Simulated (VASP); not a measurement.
Write the native input for VASP 6.6.1 that does the following.

```yaml
Task: single point
Functional: LDA
Potentials_or_basis: VASP PAW LDA potentials, release 64 (Sr_sv)
Cutoff: 520 eV
k_mesh: 10 × 10 × 10
Occupations: fermi-dirac, width 0.08 eV
Spin: no spin polarisation
Dipole_correction: no
Further_INCAR_settings: ALGO = Normal; EDIFF = 1e-06; NBANDS = 11
```

The structure of Sr lies in POSCAR:

```
Sr
1.0
    0.0000000000      3.0321748404      3.0321748404
    3.0321748404      0.0000000000      3.0321748404
    3.0321748404      3.0321748404      0.0000000000
Sr
1
Direct
    0.0000000000      0.0000000000      0.0000000000
```

This cell differs from its parent crystal: volume scaled by 0.99.

One way to write it, as run:

INCAR

```
SYSTEM = Sr
ALGO = Normal
EDIFF = 1E-6
ENCUT = 520
ISIF = 2
ISMEAR = -1
LASPH = .TRUE.
LCHARG = .FALSE.
LREAL = .FALSE.
LWAVE = .FALSE.
NBANDS = 11
NELM = 80
PREC = Accurate
SIGMA = 0.08
```

KPOINTS

```
k-points
0
G
  10 10 10
  0 0 0
```

Potentials or basis: VASP PAW LDA potentials, release 64 (Sr_sv).

Launch:

```bash
$ cat potpaw_LDA.64/Sr_sv/POTCAR > POTCAR
$ mpirun -np 1 vasp_std > vasp.out
```

It gave:

* Pressure: -1.5 GPa
* Band gap on the k mesh: zero (band 5 reaches 1.43 eV, above the bottom of band 6 at 1.39 eV)

Run time: 9.3 s on 1 thread of Intel(R) Xeon(R) Platinum 8488C (Sapphire Rapids) (shared host), peak memory 0.16 GiB.
